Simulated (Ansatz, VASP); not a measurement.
**Ni: VASP beside Ansatz**

```
CELL_PARAMETERS angstrom
0.00000 1.75027 1.76795
1.75027 0.00000 1.76795
1.75027 1.75027 0.00000
ATOMIC_POSITIONS crystal
Ni 0.00000 0.00000 0.00000
```

Change from the starting cell: equal xx and yy strain of -1 %.

Alike in both runs: task single point; functional PBE; k mesh 20 × 20 × 20; occupations fermi-dirac, width 0.05 eV; collinear spin.

|  | VASP | Ansatz |
| --- | --- | --- |
| version | VASP 6.6.1 | Ansatz 0.2.0 |
| potentials or method | VASP PAW PBE potentials, release 64 (Ni), cutoff 520 eV | all-electron LAPW, scalar-relativistic |

```tsv
	VASP	Ansatz	Ansatz less VASP
pressure (GPa)	1.1	1.1	+0.04
traceless stress, the component that is largest in VASP (GPa)	-0.80	-0.84	-0.039
net moment per atom (μB)	0.63	0.64	+0.010
size of the moment on the site where the two differ most (μB)	0.64	0.66	+0.024
```

Site moments also hang on the region over which each program counts them. Ansatz ran all-electron here, and VASP with PAW potentials.
